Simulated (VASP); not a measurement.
Write the native input for VASP 6.6.1 that does the following.

- Task: single point
- Functional: PBE
- Potentials or basis: VASP PAW PBE potentials, release 64 (Sn_d)
- Cutoff: 520 eV
- k mesh: 5 × 5 × 5
- Occupations: fermi-dirac, width 0.1 eV
- Spin: no spin polarisation
- Dipole correction: no
- Further INCAR settings: ALGO = Normal; EDIFF = 1e-06; NBANDS = 21

The structure of Sn lies in POSCAR:

```
Sn
1.0
    0.0000000000      3.3289000152      3.3289000152
    3.3289000152      0.0000000000      3.3289000152
    3.3289000152      3.3289000152      0.0000000000
Sn
2
Direct
    0.5000000000      0.5000000000      0.5000000000
    0.7500000000      0.7500000000      0.7500000000
```

This isn't the form of Sn at room conditions, which is tetragonal (white tin).

The input as run:

INCAR

```
ALGO = Normal
EDIFF = 1E-6
ENCUT = 520
GGA = PE
ISIF = 2
ISMEAR = -1
LASPH = True
LCHARG = False
LREAL = False
LWAVE = False
NBANDS = 21
NELM = 100
PREC = Accurate
SIGMA = 0.1
```

KPOINTS

```
k-points
0
Gamma
  5 5 5
```

Potentials or basis: VASP PAW PBE potentials, release 64 (Sn_d).

Run with:

```console
$ cat potpaw_PBE.64/Sn_d/POTCAR > POTCAR
$ mpirun -np 1 vasp_std > vasp.out
```

It gave:

The pressure is 0.1 GPa. The band gap on the k mesh is zero (bands 14 and 15 overlap by 0.17 eV).

Caveat: spin-orbit coupling is left out, which moves the levels of the heavy elements.

Wall time 20 s on 1 thread of AMD EPYC 7R13 (shared host), peak memory 0.17 GiB.
